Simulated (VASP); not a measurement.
Here is a VASP 6.6.1 calculation.

The input INCAR:

```
PREC = Accurate ; ENCUT = 520
EDIFF = 1E-7 ; ISMEAR = -1
SIGMA = 0.1 ; LREAL = False
LASPH = True ; NELM = 80
ALGO = Normal ; ISIF = 2
LWAVE = False ; LCHARG = False
NBANDS = 12
```

Contents of KPOINTS:

```
regular mesh
0
Gamma
  12 12 12
```

File POSCAR:

```
La
1.0
    0.0000000000      2.4503283262      2.4503283262
    2.4503283262      0.0000000000      2.4503283262
    2.4503283262      2.4503283262      0.0000000000
La
1
Direct
    0.0000000000      0.0000000000      0.0000000000
```

Potentials or basis: VASP PAW LDA potentials, release 64 (La).

Run with:

```bash
$ cat potpaw_LDA.64/La/POTCAR > POTCAR
$ mpirun -np 1 vasp_std > vasp.out
```

Task: Estimate the pressure.

Result: 2.9 GPa.
